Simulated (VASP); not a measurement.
Input of a VASP 6.6.1 run:

File INCAR:

```
SYSTEM = SnSe
  PREC = Accurate
  ENCUT = 520
  EDIFF = 1E-6
  ISMEAR = 0
  SIGMA = 0.05
  LREAL = .FALSE.
  LASPH = .TRUE.
  NELM = 60
  ALGO = Normal
  ISIF = 2
  LWAVE = .FALSE.
  LCHARG = .FALSE.
  GGA = CA
  NBANDS = 17
```

File KPOINTS:

```
Automatic mesh
0
G
  8 8 8
  0 0 0
```

POSCAR

```
SnSe
1.0
    0.0000000000      2.9466477701      2.9466477701
    2.9466477701      0.0000000000      2.9466477701
    2.9466477701      2.9466477701      0.0000000000
Sn Se
1 1
Direct
    0.0000000000      0.0000000000      0.0000000000
    0.4809105111      0.4809105111      0.5190894889
```

Potentials or basis: VASP PAW LDA potentials, release 64 (Sn_d, Se).

Run with:

```bash
$ cat potpaw_LDA.64/Sn_d/POTCAR potpaw_LDA.64/Se/POTCAR > POTCAR
$ mpirun -np 1 vasp_std > vasp.out
```

Question: Predict the band gap on the k mesh.

Answer: 0.77 eV, indirect (least direct gap 0.92 eV).

Question: Predict the pressure.

Answer: 0.3 GPa.

Forces in eV/Å, atoms in the order of the input:
```
Sn   0.000  0.000 -0.075
Se   0.000  0.000  0.075
```

Caveat: the cell differs from its parent crystal (all Se atoms moved +0.113 Å, as atom 2 towards its neighbour atom 1 (Sn) at 2.947 Å); spin-orbit coupling is left out, which moves the levels of the heavy elements. A k mesh can miss the band edges.
